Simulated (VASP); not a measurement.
# Ru (P6_3/mmc) in VASP: further runs

Runs on Ru. Level: PBE. Tasks: relaxation of shape and atoms at fixed volume.

Everything below comes from runs of VASP 6.6.1. Logs are shortened: lines on timing, memory, paths and dates and some standing lists are left out, and cuts for length are marked.

**1. The cell of the first run**

Symmetry: P6_3/mmc, No. 194, hexagonal system. The conventional cell has a = 2.663 Å, b = 2.663 Å, c = 4.213 Å, α = 90.00°, β = 90.00°, γ = 120.00°. Within 3.4 Å of Ru (site symmetry -6m2) lie 12 Ru at 2.61 to 2.66 Å.

**2. Relaxation of shape and atoms at fixed volume, PBE (volume scaled by 0.94)**

File INCAR:

```
SYSTEM = Ru
PREC = Accurate
ENCUT = 600
EDIFF = 1E-6
ISMEAR = 0
SIGMA = 0.1
LREAL = .FALSE.
LASPH = .TRUE.
NELM = 60
ALGO = Fast
ISIF = 4
LWAVE = .FALSE.
LCHARG = .FALSE.
GGA = PE
IBRION = 2
NSW = 50
EDIFFG = -0.01
```

File KPOINTS:

```
Automatic mesh
0
G
  18 18 10
  0 0 0
```

File POSCAR:

```
Ru
1.0
    2.6632772219      0.0000000000      0.0000000000
   -1.3316386109      2.3064657314      0.0000000000
    0.0000000000      0.0000000000      4.2129177562
Ru
2
Direct
    0.3333333333      0.6666666667      0.2500000000
    0.6666666667      0.3333333333      0.7500000000
```

Potentials or basis: VASP PAW PBE potentials, release 64 (Ru_pv).

On the command line:

```console
$ cat potpaw_PBE.64/Ru_pv/POTCAR > POTCAR
$ mpirun -np 1 vasp_std > vasp.out
```

OUTCAR:

```text
SYSTEM = Ru
   PREC = Accurate
   ENCUT = 600
   EDIFF = 1E-6
   ISMEAR = 0
   LREAL = .FALSE.
   LASPH = .TRUE.
   NELM = 60
   ISIF = 4
   GGA = PE
   IBRION = 2
   NSW = 50
   EDIFFG = -0.01

 ion  position               nearest neighbor table
   1  0.333  0.667  0.250-   2 2.61   2 2.61   2 2.61   2 2.61   2 2.61   2 2.61
   2  0.667  0.333  0.750-   1 2.61   1 2.61   1 2.61   1 2.61   1 2.61   1 2.61

  LATTYP: Found a hexagonal cell.
 ALAT       =     2.6632772219
 C/A-ratio  =     1.5818547621

  Lattice vectors:

 A1 = (   2.6632772219,   0.0000000000,   0.0000000000)
 A2 = (  -1.3316386109,   2.3064657314,   0.0000000000)
 A3 = (   0.0000000000,   0.0000000000,   4.2129177562)

Analysis of symmetry for initial positions (statically):
=====================================================================
 Subroutine PRICEL returns:
 Original cell was already a primitive cell.

 Routine SETGRP: Setting up the symmetry group for a
 hexagonal supercell.

 Subroutine GETGRP returns: Found 24 space group operations
 (whereof 12 operations were pure point group operations)
 out of a pool of 24 trial point group operations.

The static configuration has the point symmetry D_3d.
 The point group associated with its full space group is D_6h.

Analysis of symmetry for dynamics (positions and initial velocities):
=====================================================================
 Subroutine PRICEL returns:
 Original cell was already a primitive cell.

 Routine SETGRP: Setting up the symmetry group for a
 hexagonal supercell.

 Subroutine GETGRP returns: Found 24 space group operations
 (whereof 12 operations were pure point group operations)
 out of a pool of 24 trial point group operations.

The dynamic configuration has the point symmetry D_3d.
 The point group associated with its full space group is D_6h.

 Subroutine INISYM returns: Found 24 space group operations
 (whereof 12 operations are pure point group operations),
 and found     1 'primitive' translations

----------------------------------------------------------------------------------------

                                     Primitive cell

  volume of cell :      25.8789

  direct lattice vectors                    reciprocal lattice vectors
[... 90 lines left out ...]
   NSW    =     50    number of steps for IOM
   IBRION =      2    ionic relax: 0-MD 1-quasi-New 2-CG
   NFREE  =      1    steps in history (QN), initial steepest desc. (CG)
   ISIF   =      4    stress and relaxation
   ISYM   =      2    0-nonsym 1-usesym 2-fastsym
   POTIM  = 0.5000    time-step for ionic-motion
   TEBEG  =    0.0;   TEEND  =   0.0 temperature during run
   PSTRESS=    0.0 pullay stress
   NELECT =      28.0000    total number of electrons
   NUPDOWN=      -1.0000    fix difference up-down
   EMIN   =  10.00;   EMAX   =-10.00  energy-range for DOS
   EFERMI =   0.00;   METHOD = LEGACY
   ISMEAR =     0;   SIGMA  =   0.10  broadening in eV -4-tet -1-fermi 0-gaus
   EFERMI_NEDOS =   21; number of points for ismear=-14 and -15
   IALGO  =     68    algorithm
   IMIX   =      4    mixing-type and parameters
     AMIX     =   0.40;   BMIX     =  1.00
     AMIX_MAG =   1.60;   BMIX_MAG =  1.00
  volume/ion in A,a.u.               =      12.94        87.32
  Fermi-wavevector in a.u.,A,eV,Ry     =   1.680656  3.175979 38.431059  2.824603
  Thomas-Fermi vector in A             =   2.764351
   LORBIT       =      0    0 simple, 1 ext, 2 COOP (PROOUT), +10 PAW based schemes
   GGA     = PE    functional components
   LHFCALC =     F    Hartree Fock is set to
   AEXX    =    0.0000 exact exchange contribution
   IVDW    =     0    specifies the selected vdW correction
   LEPSILON=     F    determine dielectric tensor
   LRPA    =     F    only Hartree local field effects (RPA)
 conjugate gradient relaxation of ions
 non-spin polarized calculation
 RMM-DIIS sequential band-by-band and
 Gauss-broadening in eV      SIGMA  =   0.10
  energy-cutoff  :      600.00
  volume of cell :       25.88
 maximum number of plane-waves:       880
 NGX is ok and might be reduce to    24
   NGX = 11   NGY = 11   NGZ = 17

--------------------------------------- Ionic step        1  -------------------------------------------

 number of electron      27.9999993 magnetization

 Free energy of the ion-electron system (eV)
  ---------------------------------------------------
  ext. energy  EPLUGINS =         0.00000000
  ---------------------------------------------------
  free energy    TOTEN  =       -18.36270539 eV

  energy without entropy =      -18.35420591  energy(sigma->0) =      -18.35845565

------------------------ aborting loop because EDIFF is reached ----------------------------------------

  FORCE on cell =-STRESS in cart. coord.  units (eV):
  Direction    XX          YY          ZZ          XY          YZ          ZX
  --------------------------------------------------------------------------------------
  -------------------------------------------------------------------------------------
  Total        3.5655930      3.5655930      3.6808446      0.0000000      0.0000000      0.0000000
  in kB      220.7476015    220.7476014    227.8828799      0.0000000      0.0000000      0.0000000
  external PRESSURE =     223.1260276 kB  Pullay stress =       0.0000000 kB
[... 59 lines left out ...]
--------------------------------------- Ionic step        3  -------------------------------------------

 number of electron      27.9999993 magnetization

 Free energy of the ion-electron system (eV)
  ---------------------------------------------------
  ext. energy  EPLUGINS =         0.00000000
  ---------------------------------------------------
  free energy    TOTEN  =       -18.36275552 eV

  energy without entropy =      -18.35429225  energy(sigma->0) =      -18.35852389

 E-fermi :  13.7323     XC(G=0): -14.4201

 val. band max:       13.7322422527   @ k =   0.1667   0.1111   0.3000
 cond. band min:      13.7421736179   @ k =   0.0556   0.0000   0.1000
 fundamental gap:      0.0099313652
 Fermi energy:        13.7322838011

 k-point     1 :       0.0000    0.0000    0.0000
  band No.  band energies     occupation
      1     -30.1029      2.00000
      2     -29.0101      2.00000
      3     -29.0101      2.00000
      4     -28.8140      2.00000
      5     -28.8140      2.00000
      6     -28.7678      2.00000
[... 481 lines left out ...]
      5     -29.1048      2.00000
      6     -29.0172      2.00000
[... 10 lines left out ...]
     17      17.7646      0.00000
     18      21.5750      0.00000

 [... further k-points ...]
[... 5 lines left out ...]
  --------------------------------------------------------------------------------------
  -------------------------------------------------------------------------------------
  Total        3.6064456      3.6064456      3.5990657      0.0000000     -0.0000000      0.0000000
  in kB      223.2768050    223.2768049    222.8199095      0.0000000     -0.0000000      0.0000000
  external PRESSURE =     223.1245065 kB  Pullay stress =       0.0000000 kB
[... 17 lines left out ...]
  FREE ENERGIE OF THE ION-ELECTRON SYSTEM (eV)
  ---------------------------------------------------
  free  energy   TOTEN  =       -18.3627555222 eV

  energy  without entropy=      -18.3542922516  energy(sigma->0) =      -18.35852389

 reached required accuracy - stopping structural energy minimisation
```

CONTCAR:

```text
Ru
   1.00000000000000
     2.6620079421191964    0.0000000000025551    0.0000000000000000
    -1.3310039710074095    2.3053665028564794    0.0000000000000000
     0.0000000000000000    0.0000000000000000    4.2169362612599386
  Ru
     2
Direct
     0.3333333332999970    0.6666666667000030    0.2500000000000000
     0.6666666667000030    0.3333333332999970    0.7500000000000000

  0.00000000E+00  0.00000000E+00  0.00000000E+00
  0.00000000E+00  0.00000000E+00  0.00000000E+00
```

Wall time 1.9 min (1 thread of Intel Xeon 6975P-C, shared host); peak memory 0.23 GiB.

Results:

| Item | Value |
| --- | --- |
| Free energy | -18.3628 eV |
| Energy gained by relaxing | 0.0 meV/atom |
| Ionic steps | 3 |
| Pressure after relaxing | 22.3 GPa |
| Band gap on the k mesh | zero (band 14 reaches 15.33 eV, above the bottom of band 15 at 11.97 eV) |

Final structure:
```
Ru
1.0
     2.66201    0.00000    0.00000
    -1.33100    2.30537    0.00000
     0.00000    0.00000    4.21694
Ru
2
Direct
  0.33333 0.66667 0.25000
  0.66667 0.33333 0.75000
```

**3. Relaxation of shape and atoms at fixed volume, PBE (volume scaled by 0.97)**

File INCAR:

```
SYSTEM = Ru
PREC     = Accurate       ! precision mode
ENCUT    = 600            ! plane-wave cutoff, eV
EDIFF    = 1E-6           ! SCF threshold, eV
ISMEAR   = 0              ! smearing method
SIGMA    = 0.1            ! smearing width, eV
LREAL    = .FALSE.        ! projectors in reciprocal space
LASPH    = .TRUE.         ! aspherical terms in the spheres
NELM     = 100            ! most SCF steps
ALGO     = Fast           ! electronic algorithm
ISIF     = 4              ! what is computed and relaxed
LWAVE    = .FALSE.        ! write WAVECAR
LCHARG   = .FALSE.        ! write CHGCAR
GGA      = PE             ! functional
IBRION   = 2              ! ionic algorithm
NSW      = 50             ! ionic steps
EDIFFG   = -0.01          ! ionic threshold
```

File KPOINTS:

```
regular mesh
0
G
  18 18 10
  0 0 0
```

File POSCAR:

```
Ru
1.0
    2.6925482118      0.0000000000      0.0000000000
   -1.3462741059      2.3318151524      0.0000000000
    0.0000000000      0.0000000000      4.2533648172
Ru
2
Direct
    0.3333333333      0.6666666667      0.2500000000
    0.6666666667      0.3333333333      0.7500000000
```

Potentials or basis: VASP PAW PBE potentials, release 64 (Ru_pv).

On the command line:

```console
$ cat potpaw_PBE.64/Ru_pv/POTCAR > POTCAR
$ mpirun -np 1 vasp_std > vasp.out
```

OUTCAR:

```text
SYSTEM = Ru
   PREC = Accurate
   ENCUT = 600
   EDIFF = 1E-6
   ISMEAR = 0
   LREAL = .FALSE.
   LASPH = .TRUE.
   NELM = 100
   ISIF = 4
   GGA = PE
   IBRION = 2
   NSW = 50
   EDIFFG = -0.01

 ion  position               nearest neighbor table
   1  0.333  0.667  0.250-   2 2.63   2 2.63   2 2.63   2 2.63   2 2.63   2 2.63
   2  0.667  0.333  0.750-   1 2.63   1 2.63   1 2.63   1 2.63   1 2.63   1 2.63

  LATTYP: Found a hexagonal cell.
 ALAT       =     2.6925482118
 C/A-ratio  =     1.5796800958

  Lattice vectors:

 A1 = (   2.6925482118,   0.0000000000,   0.0000000000)
 A2 = (  -1.3462741059,   2.3318151524,   0.0000000000)
 A3 = (   0.0000000000,   0.0000000000,   4.2533648172)

Analysis of symmetry for initial positions (statically):
=====================================================================
 Subroutine PRICEL returns:
 Original cell was already a primitive cell.

 Routine SETGRP: Setting up the symmetry group for a
 hexagonal supercell.

 Subroutine GETGRP returns: Found 24 space group operations
 (whereof 12 operations were pure point group operations)
 out of a pool of 24 trial point group operations.

The static configuration has the point symmetry D_3d.
[... 173 lines left out ...]
  -------------------------------------------------------------------------------------
  Total        1.6480479      1.6480479      1.7599615     -0.0000000      0.0000000     -0.0000000
  in kB       98.8758352     98.8758352    105.5901753     -0.0000000      0.0000000     -0.0000000
  external PRESSURE =     101.1139486 kB  Pullay stress =       0.0000000 kB
[... 59 lines left out ...]
--------------------------------------- Ionic step        3  -------------------------------------------

 number of electron      27.9999997 magnetization

 Free energy of the ion-electron system (eV)
  ---------------------------------------------------
  ext. energy  EPLUGINS =         0.00000000
  ---------------------------------------------------
  free energy    TOTEN  =       -18.44632973 eV

  energy without entropy =      -18.43743834  energy(sigma->0) =      -18.44188403

 E-fermi :  13.1408     XC(G=0): -14.2230

 val. band max:       13.1397142743   @ k =   0.1667   0.1111   0.3000
 cond. band min:      13.1513198705   @ k =   0.0000   0.0000   0.2000
 fundamental gap:      0.0116055962
 Fermi energy:        13.1408216359

 k-point     1 :       0.0000    0.0000    0.0000
  band No.  band energies     occupation
      1     -30.5659      2.00000
      2     -29.5798      2.00000
      3     -29.5798      2.00000
      4     -29.4003      2.00000
      5     -29.4003      2.00000
      6     -29.3574      2.00000
[... 481 lines left out ...]
      5     -29.6636      2.00000
      6     -29.5828      2.00000
[... 10 lines left out ...]
     17      16.9916      0.00000
     18      20.6983      0.00000

 [... further k-points ...]

------------------------ aborting loop because EDIFF is reached ----------------------------------------

  FORCE on cell =-STRESS in cart. coord.  units (eV):
  Direction    XX          YY          ZZ          XY          YZ          ZX
  --------------------------------------------------------------------------------------
  -------------------------------------------------------------------------------------
  Total        1.6834877      1.6834877      1.6785275      0.0000000     -0.0000000      0.0000000
  in kB      101.0020747    101.0020747    100.7044816      0.0000000     -0.0000000      0.0000000
  external PRESSURE =     100.9028770 kB  Pullay stress =       0.0000000 kB
[... 17 lines left out ...]
  FREE ENERGIE OF THE ION-ELECTRON SYSTEM (eV)
  ---------------------------------------------------
  free  energy   TOTEN  =       -18.4463297265 eV

  energy  without entropy=      -18.4374383419  energy(sigma->0) =      -18.44188403

 reached required accuracy - stopping structural energy minimisation
```

OSZICAR:

```text
N       E                     dE             d eps       ncg     rms          rms(c)
DAV:   1     0.310622584996E+03    0.31062E+03   -0.19585E+04  8000   0.193E+03
DAV:   2    -0.121464133734E+02   -0.32277E+03   -0.31658E+03  8390   0.525E+02
DAV:   3    -0.196948545118E+02   -0.75484E+01   -0.73222E+01  8368   0.850E+01
DAV:   4    -0.197704490818E+02   -0.75595E-01   -0.75331E-01  9634   0.763E+00
[... 19 lines left out ...]
DAV:   1    -0.184466317871E+02   -0.34521E-03   -0.12096E-02  8140   0.966E-01    0.105E-01
RMM:   2    -0.184463820131E+02    0.24977E-03   -0.20821E-04  7992   0.134E-01    0.440E-02
RMM:   3    -0.184463284071E+02    0.53606E-04   -0.10304E-04  7992   0.802E-02    0.575E-03
RMM:   4    -0.184463294688E+02   -0.10616E-05   -0.13287E-05  7902   0.272E-02    0.483E-03
RMM:   5    -0.184463297265E+02   -0.25769E-06   -0.25777E-06  5098   0.108E-02
   3 F= -.18446330E+02 E0= -.18441884E+02  d E =-.522373E-04
```

It took 1.8 min on 1 thread of Intel Xeon 6975P-C, shared host; peak memory 0.24 GiB.

Results:

```
Free energy               : -18.4463 eV
Energy gained by relaxing : 0.0 meV/atom
Ionic steps               : 3
Pressure after relaxing   : 10.1 GPa
Band gap on the k mesh    : zero (band 14 reaches 14.67 eV, above the bottom of band 15 at 11.46 eV)
```

Final structure:
```
Ru
1.0
     2.69121    0.00000    0.00000
    -1.34561    2.33066    0.00000
     0.00000    0.00000    4.25759
Ru
2
Direct
  0.33333 0.66667 0.25000
  0.66667 0.33333 0.75000
```

**4. Relaxation of shape and atoms at fixed volume, PBE (volume scaled by 1.03)**

File INCAR:

```
SYSTEM = Ru
ALGO     = Fast           ! electronic algorithm
EDIFF    = 1E-6           ! SCF threshold, eV
EDIFFG   = -0.01          ! ionic threshold
ENCUT    = 600            ! plane-wave cutoff, eV
GGA      = PE             ! functional
IBRION   = 2              ! ionic algorithm
ISIF     = 4              ! what is computed and relaxed
ISMEAR   = 0              ! smearing method
LASPH    = .True.         ! aspherical terms in the spheres
LCHARG   = .False.        ! write CHGCAR
LREAL    = .False.        ! projectors in reciprocal space
LWAVE    = .False.        ! write WAVECAR
NELM     = 80             ! most SCF steps
NSW      = 50             ! ionic steps
PREC     = Accurate       ! precision mode
SIGMA    = 0.1            ! smearing width, eV
```

File KPOINTS:

```
k-points
0
Gamma
  18 18 10
  0 0 0
```

File POSCAR:

```
Ru
1.0
    2.7469577844      0.0000000000      0.0000000000
   -1.3734788922      2.3789352244      0.0000000000
    0.0000000000      0.0000000000      4.3393145360
Ru
2
Direct
    0.3333333333      0.6666666667      0.2500000000
    0.6666666667      0.3333333333      0.7500000000
```

On the command line:

```console
$ cat potpaw_PBE.64/Ru_pv/POTCAR > POTCAR
$ mpirun -np 1 vasp_std > vasp.out
```

It took 1.9 min on 1 thread of Intel Xeon 6975P-C, shared host; peak memory 0.24 GiB.

Results (log left out):

```yaml
Free_energy: -18.4494 eV
Energy_gained_by_relaxing: 0.0 meV/atom
Ionic_steps: 3
Pressure_after_relaxing: -8.7 GPa
Band_gap_on_the_k_mesh: zero (band 14 reaches 13.46 eV, above the bottom of band 15 at 10.53 eV)
```

Final structure:
```
Ru
1.0
     2.74826    0.00000    0.00000
    -1.37413    2.38006    0.00000
     0.00000    0.00000    4.33521
Ru
2
Direct
  0.33333 0.66667 0.25000
  0.66667 0.33333 0.75000
```

Levels at points of the mesh, in eV from the Fermi level:
```tsv
k point	band 10	band 11	band 12	band 13	band 14	band 15	band 16	band 17	band 18
(0.00, 0.00, 0.00)	-2.42	-2.23	-1.78	-1.78	-1.32	-1.32	1.11	1.11	1.29
(0.50, 0.00, 0.00)	-2.84	-1.93	-1.72	-1.41	1.31	1.70	1.80	3.83	5.81
(0.00, 0.00, 0.50)	-2.59	-2.59	-2.59	-2.55	-2.55	0.51	0.51	0.51	0.51
(0.50, 0.00, 0.50)	-4.23	-0.99	-0.99	0.43	0.43	1.55	1.55	3.24	3.24
```

**5. Overview**

```csv
cell,gap on the mesh (eV),pressure (GPa)
"relaxed from a = 2.663, b = 2.663, c = 4.213 Å, angles 90.0, 90.0, 120.0°, 2 atoms",none,22.3
"relaxed from a = 2.693, b = 2.693, c = 4.253 Å, angles 90.0, 90.0, 120.0°, 2 atoms",none,10.1
"relaxed from a = 2.747, b = 2.747, c = 4.339 Å, angles 90.0, 90.0, 120.0°, 2 atoms",none,-8.7
```

Alike in all rows: task relaxation of shape and atoms at fixed volume; level PBE; potentials or basis VASP PAW PBE potentials, release 64 (Ru_pv); no spin polarisation; k mesh 18 × 18 × 10; cutoff (eV) 600; smearing gaussian 0.1 eV.

Absolute energies hang on the potentials; compare differences alone.
